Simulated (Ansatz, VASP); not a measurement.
**P in VASP and in Ansatz**

```
P
1.0
     0.00000    1.58769    1.58769
     1.58769    0.00000    1.58769
     1.58769    1.58769    0.00000
P
1
Cartesian
  0.0000 0.0000 0.0000
```

Change from the starting cell: volume scaled by 0.55, PAW files.

Alike in both runs: task single point; functional PBE; k mesh 18 × 18 × 18; occupations fermi-dirac, width 0.1 eV; no spin polarisation.

|  | VASP | Ansatz |
| --- | --- | --- |
| version | VASP 6.6.1 | Ansatz 0.2.0 |
| potentials or method | VASP PAW PBE potentials, release 64 (P) | PAW with Ansatz's default frozen-core files, scalar-relativistic |
| plane-wave cutoff (eV) | 520 | 420 |
| valence electrons in the cell | 5 | 5 |

VASP gave:

| Item | Value |
| --- | --- |
| pressure (GPa) | 173.6 |

Task: Which values does Ansatz return?

Result: Pressure (GPa): 176.0.

Both programs put the cell under a high pressure, so it lies far from rest at this level.

Noted on VASP's run: the cell as given lies far from equilibrium.
